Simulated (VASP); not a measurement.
# AlSi62 (a cell with a defect) in VASP: single point with LDA

Aim: the single point of AlSi62 (a cell with a defect) with LDA.

All numbers are computed with VASP 6.6.1; they aren't measurements. Logs are shortened: lines on timing, memory, paths and dates and some standing lists are left out, and cuts for length are marked.

### 1 The cell of the first run

The cell holds a defect, 63 atoms: a = 10.860 Å, b = 10.860 Å, c = 10.860 Å, α = 90.00°, β = 90.00°, γ = 90.00°.

### 2 Single point, LDA, collinear spin

Contents of INCAR:

```
PREC = Accurate
ENCUT = 520
EDIFF = 1E-6
ISMEAR = 0
SIGMA = 0.02
LREAL = Auto
LASPH = True
NELM = 150
ALGO = Normal
ISIF = 2
LWAVE = False
LCHARG = True
ISPIN = 2
MAGMOM = 0 0 0 0 0 0 0 0 0 0 0 0 0 0 0 0 0 0 0 0 0 0 0 0 0 0 0 0 0 0 0 0 0 0 0 0 0 0 0 0 0 0 0 0 0 0 0 0 0 0 0 0 0 0 0 0 0 0 0 0 0 0 1
LORBIT = 11
GGA = CA
LELF = True
LVHAR = True
NBANDS = 166
```

Contents of KPOINTS:

```
regular mesh
0
Gamma
  1 1 1
```

Contents of POSCAR:

```
AlSi62
1.0
   10.8600000000      0.0000000000      0.0000000000
    0.0000000000     10.8600000000      0.0000000000
    0.0000000000      0.0000000000     10.8600000000
Si Al
62 1
Direct
    0.4988611311     -0.0004620588     -0.0028808786
    0.6233564067      0.1239259994      0.1236188141
    0.7626687363      0.2465926871      0.0116986829
    0.7483780701      0.0004879291      0.2481238206
    0.8714665505      0.1373706652      0.3614971334
   -0.0008181944      0.0007534632     -0.0025447540
    0.1130086393      0.1370813276      0.1205740011
    0.2499138239      0.2507112671     -0.0028782600
    0.3747038501      0.3756245475      0.1235884592
    0.5036924839      0.4986607354      0.0009285597
    0.6322607110      0.6180561973      0.1279643005
    0.7513631615      0.7467089488      0.0002080999
    0.8744931187      0.8751404538      0.1233872516
    0.2423982982      0.0084492331      0.2445289605
    0.3710408765      0.1280031279      0.3713251753
    0.4996982255      0.2512603586      0.2485315984
    0.6246072791      0.3757939837      0.3752575230
    0.7616417151      0.4894514235      0.2520111843
    0.8753849443      0.6260177509      0.3750165565
    0.4961514096      0.0027141565      0.4974876657
    0.6227727130      0.1244345887      0.6242707783
    0.7481805529      0.2506862189      0.4989517095
    0.8749410934      0.3754328898      0.6236184763
    0.7483223609     -0.0005399848      0.7475457786
    0.8745634789      0.1238784782      0.8722924830
    0.0031517315      0.4892701900      0.0106849630
    0.1260438983      0.6262513479      0.1241326467
    0.2507682738      0.7502280199     -0.0036823548
    0.3729073892      0.8760005103      0.1231447508
    0.1116883853      0.3797419660      0.3605046150
    0.2508556614      0.5026646380      0.2486717252
    0.3758625570      0.6270280083      0.3749181072
    0.5014000494      0.7506612206      0.2487530860
    0.6237629264      0.8762002283      0.3755978073
   -0.0043955042      0.0087701546      0.4909852141
    0.1224131310      0.1280595934      0.6198675935
    0.2409373532      0.2549061521      0.4898013175
    0.3728225103      0.3743303047      0.6215490732
    0.4994158032      0.5023522087      0.5004789565
    0.6260209779      0.6239068799      0.6274892167
    0.7477001358      0.7502184472      0.4995188757
    0.8745020108      0.8760136059      0.6216959984
    0.2485854606      0.0026473060      0.7448409459
    0.3752275513      0.1241942981      0.8716577115
    0.5015474988      0.2524698756      0.7506350299
    0.6335271301      0.3715558626      0.8824503212
    0.7520931999      0.4984314953      0.7524742118
    0.8789497166      0.6178096106      0.8812036870
   -0.0001084933      0.7515484259      0.2488159083
    0.1231907805      0.8797382448      0.3720742962
   -0.0000065757      0.5026637699      0.4999345424
    0.1261064005      0.6273213229      0.6247795531
    0.2482983217      0.7532768471      0.4970278531
    0.3743682404      0.8753576436      0.6230708630
   -0.0002686766      0.2510952753      0.7487606381
    0.1264234304      0.3758504660      0.8734107309
    0.2515733092      0.5022785392      0.7480047938
    0.3785399520      0.6237486835      0.8746026644
    0.5001972010      0.7512414176      0.7490319819
    0.6263508256      0.8731315897      0.8750907193
   -0.0001195808      0.7507416804      0.7506097187
    0.1268772347      0.8764049026      0.8726447543
    0.9372112469      0.3133332803      0.1860400632
```

Potentials or basis: VASP PAW LDA potentials, release 64 (Si, Al).

The run is started by

```sh
cat potpaw_LDA.64/Si/POTCAR potpaw_LDA.64/Al/POTCAR > POTCAR
mpirun -np 1 vasp_gam > vasp.out
```

OUTCAR:

```text
PREC = Accurate
   ENCUT = 520
   EDIFF = 1E-6
   ISMEAR = 0
   LREAL = Auto
   LASPH = True
   NELM = 150
   ISIF = 2
   ISPIN = 2
   LORBIT = 11
   GGA = CA

 ion  position               nearest neighbor table
   1  0.499  1.000  0.997-  44 2.34   2 2.35  29 2.35  60 2.36
   2  0.623  0.124  0.124-   4 2.34   1 2.35   3 2.35  16 2.36
   3  0.763  0.247  0.012-   2 2.35  25 2.35  46 2.40  63 2.78
   4  0.748  0.000  0.248-   2 2.34   5 2.35  13 2.36  34 2.36
   5  0.871  0.137  0.361-   4 2.35  22 2.35  35 2.40  63 2.79
   6  0.999  0.001  0.997-  25 2.34   7 2.35  13 2.36  62 2.36
[... 54 lines left out ...]
  61  1.000  0.751  0.751-  62 2.35  52 2.35  42 2.38  48 2.41
  62  0.127  0.876  0.873-  28 2.34  61 2.35  43 2.36   6 2.36
  63  0.937  0.313  0.186-  30 2.77   3 2.78  26 2.79   5 2.79  18 2.79   7 2.80

  LATTYP: Found a simple cubic cell.
 ALAT       =    10.8600000000

  Lattice vectors:

 A1 = (  10.8600000000,   0.0000000000,   0.0000000000)
 A2 = (   0.0000000000,  10.8600000000,   0.0000000000)
 A3 = (   0.0000000000,   0.0000000000,  10.8600000000)

Analysis of symmetry for initial positions (statically):
=====================================================================
 Subroutine PRICEL returns:
 Original cell was already a primitive cell.

 Routine SETGRP: Setting up the symmetry group for a
 simple cubic supercell.

 Subroutine GETGRP returns: Found  1 space group operations
 (whereof  1 operations were pure point group operations)
 out of a pool of 48 trial point group operations.

The static configuration has the point symmetry C_1 .

Analysis of symmetry for dynamics (positions and initial velocities):
=====================================================================
 Subroutine PRICEL returns:
 Original cell was already a primitive cell.

 Routine SETGRP: Setting up the symmetry group for a
 simple cubic supercell.

 Subroutine GETGRP returns: Found  1 space group operations
 (whereof  1 operations were pure point group operations)
 out of a pool of 48 trial point group operations.

The dynamic configuration has the point symmetry C_1 .

Analysis of structural, dynamic, and magnetic symmetry:
=====================================================================
 Subroutine PRICEL returns:
 Original cell was already a primitive cell.

 Routine SETGRP: Setting up the symmetry group for a
 simple cubic supercell.

 Subroutine GETGRP returns: Found  1 space group operations
 (whereof  1 operations were pure point group operations)
[... 243 lines left out ...]
  ext. energy  EPLUGINS =         0.00000000
  ---------------------------------------------------
  free energy    TOTEN  =      -364.18876285 eV

  energy without entropy =     -364.18368711  energy(sigma->0) =     -364.18622498

 E-fermi :   6.1001     XC(G=0):  -9.5436

 val. band max:        6.0820884214   @ k =   0.0000   0.0000   0.0000
 cond. band min:       6.1181884223   @ k =   0.0000   0.0000   0.0000
 fundamental gap:      0.0361000008
 Fermi energy:         6.1000734776

 spin component 1

 k-point     1 :       0.0000    0.0000    0.0000
  band No.  band energies     occupation
      1      -6.2434      1.00000
      2      -5.2086      1.00000
      3      -5.2009      1.00000
      4      -5.1891      1.00000
      5      -5.1879      1.00000
      6      -5.1294      1.00000
[... 129 lines left out ...]
    136       6.7484      0.00000
    137       6.7573      0.00000
 Fermi energy:         6.1000734776

 spin component 2

 k-point     1 :       0.0000    0.0000    0.0000
  band No.  band energies     occupation
      1      -6.2318      1.00000
      2      -5.1978      1.00000
      3      -5.1862      1.00000
      4      -5.1778      1.00000
      5      -5.1758      1.00000
      6      -5.1216      1.00000
[... 129 lines left out ...]
    136       6.7604      0.00000
    137       6.7680      0.00000
 [bands above 137 left out]

------------------------ aborting loop because EDIFF is reached ----------------------------------------

  FORCE on cell =-STRESS in cart. coord.  units (eV):
  Direction    XX          YY          ZZ          XY          YZ          ZX
  --------------------------------------------------------------------------------------
  -------------------------------------------------------------------------------------
  Total      -16.3372697    -15.4714930    -16.3792525      5.0508804      5.0044335     -3.6872938
  in kB      -20.4362208    -19.3532243    -20.4887369      6.3181247      6.2600244     -4.6124201
  external PRESSURE =     -20.0927273 kB  Pullay stress =       0.0000000 kB

 VOLUME and BASIS-vectors are now :
 -----------------------------------------------------------------------------
  energy-cutoff  :      520.00
  volume of cell :     1280.82
      direct lattice vectors                 reciprocal lattice vectors
    10.860000000  0.000000000  0.000000000     0.092081031  0.000000000  0.000000000
     0.000000000 10.860000000  0.000000000     0.000000000  0.092081031  0.000000000
     0.000000000  0.000000000 10.860000000     0.000000000  0.000000000  0.092081031

 POSITION                                       TOTAL-FORCE (eV/Angst)
 -----------------------------------------------------------------------------------
      5.41763     10.85498     10.82871        -0.013559     -0.004287      0.002916
      6.76965      1.34584      1.34250         0.001678     -0.002358     -0.001270
      8.28258      2.67800      0.12705         0.007862      0.007116     -0.001230
      8.12739      0.00530      2.69462         0.001699      0.001130     -0.005117
      9.46413      1.49185      3.92586         0.004915     -0.000660     -0.000957
     10.85111      0.00818     10.83236        -0.000771     -0.012210     -0.009432
[... 55 lines left out ...]
      1.37789      9.51776      9.47692        -0.009858     -0.003595      0.004403
     10.17811      3.40280      2.02040        -0.003358      0.001152      0.000959
 -----------------------------------------------------------------------------------
    total drift:                                0.016590      0.000522     -0.010971

  FREE ENERGIE OF THE ION-ELECTRON SYSTEM (eV)
  ---------------------------------------------------
  free  energy   TOTEN  =      -364.1887628454 eV

  energy  without entropy=     -364.1836871108  energy(sigma->0) =     -364.18622498

 total charge

# of ion       s       p       d       tot
------------------------------------------
    1        0.748   0.959   0.000   1.707
    2        0.748   0.962   0.000   1.710
    3        0.776   0.889   0.000   1.664
    4        0.748   0.962   0.000   1.710
    5        0.773   0.890   0.000   1.663
    6        0.748   0.961   0.000   1.709
[... 55 lines left out ...]
   62        0.749   0.957   0.000   1.706
   63        0.400   0.318   0.000   0.718
--------------------------------------------------
tot         46.960  59.102   0.000 106.063

 magnetization (x)

# of ion       s       p       d       tot
------------------------------------------
    1        0.000   0.008   0.000   0.008
    2        0.001   0.008   0.000   0.009
    3        0.011   0.031   0.000   0.042
    4        0.000   0.006   0.000   0.007
    5        0.004   0.014   0.000   0.018
    6        0.000   0.006   0.000   0.006
[... 55 lines left out ...]
   62        0.001   0.004   0.000   0.005
   63       -0.001  -0.001   0.000  -0.002
--------------------------------------------------
tot          0.062   0.295   0.000   0.357
```

Run time: 14 min. Hardware: 1 thread of AMD EPYC 7R43 (Zen 3), shared host; peak memory 0.92 GiB.

What came out:

| Property | Result |
| --- | --- |
| Free energy | -364.1888 eV |
| Pressure | -2.0 GPa |
| Largest force | 0.022 eV/Å |
| Net moment | 1.00 μB per cell |
| Site moments | Si +0.01, +0.04, +0.02, +0.00, -0.00 (each value once); Al -0.00 μB |
| Valence electrons inside the program's atomic spheres | Si 1.71, 1.66, 1.68, 1.69 (each value once); Al 0.72 |

Forces in eV/Å, atoms in the order of the input:
```
Si  -0.014 -0.004  0.003
Si   0.002 -0.002 -0.001
Si   0.008  0.007 -0.001
Si   0.002  0.001 -0.005
Si   0.005 -0.001 -0.001
Si  -0.001 -0.012 -0.009
Si  -0.005  0.009  0.000
Si   0.006  0.003 -0.005
Si  -0.005 -0.003 -0.001
Si  -0.005 -0.002  0.004
Si  -0.001  0.002 -0.010
Si   0.003  0.001  0.005
Si   0.001  0.005 -0.002
Si  -0.001 -0.004 -0.003
Si  -0.001 -0.004  0.000
Si   0.002 -0.002  0.007
Si   0.004 -0.006 -0.002
Si   0.004 -0.005 -0.006
Si   0.008 -0.004 -0.009
Si  -0.003  0.009 -0.001
Si   0.004 -0.017 -0.001
Si   0.003  0.005 -0.003
Si  -0.006  0.001 -0.008
Si  -0.004  0.000 -0.005
Si   0.005  0.000  0.008
Si  -0.009  0.000  0.004
Si   0.001 -0.005  0.000
Si   0.003  0.008  0.005
Si   0.005  0.005  0.003
Si  -0.003  0.001  0.001
Si   0.014  0.007  0.001
Si  -0.006 -0.007  0.001
Si   0.004 -0.002  0.001
Si  -0.005 -0.002  0.007
Si  -0.011 -0.014  0.012
Si   0.003 -0.004 -0.003
Si   0.004  0.002  0.004
Si   0.002 -0.010 -0.004
Si  -0.008  0.009  0.007
Si   0.000 -0.010 -0.011
Si  -0.006  0.009  0.013
Si   0.015  0.011 -0.011
Si   0.003  0.008 -0.009
Si   0.002  0.000  0.007
Si  -0.006  0.007  0.001
Si   0.005  0.006  0.001
Si   0.007  0.000  0.002
Si   0.009  0.008 -0.006
Si   0.001 -0.002  0.005
Si  -0.001 -0.001 -0.003
Si   0.000  0.004  0.005
Si   0.004 -0.010 -0.005
Si  -0.004  0.010  0.005
Si   0.001 -0.007  0.000
Si  -0.005  0.005  0.002
Si   0.002 -0.006 -0.002
Si   0.005  0.009 -0.001
Si   0.001 -0.003  0.005
Si  -0.006  0.008  0.001
Si   0.003 -0.002  0.004
Si  -0.017 -0.006  0.002
Si  -0.010 -0.004  0.004
Al  -0.003  0.001  0.001
```

Stress tensor (GPa, compression positive):
```
-2.04  0.63 -0.46
 0.63 -1.94  0.63
-0.46  0.63 -2.05
```

Levels at points of the mesh, in eV from the Fermi level:
Spin up:
| k point | band 122 | band 123 | band 124 | band 125 | band 126 | band 127 | band 128 | band 129 | band 130 | band 131 |
| --- | --- | --- | --- | --- | --- | --- | --- | --- | --- | --- |
| (0.00, 0.00, 0.00) | -1.04 | -0.92 | -0.92 | -0.63 | -0.02 | 0.02 | 0.14 | 0.15 | 0.21 | 0.24 |
Spin down:
```
           k point  band 122  band 123  band 124  band 125  band 126  band 127  band 128  band 129
(0.00, 0.00, 0.00)     -1.00     -0.89     -0.89     -0.62      0.04      0.04      0.15      0.16
```

Caveat: the k points lie up to 0.58 Å⁻¹ apart.
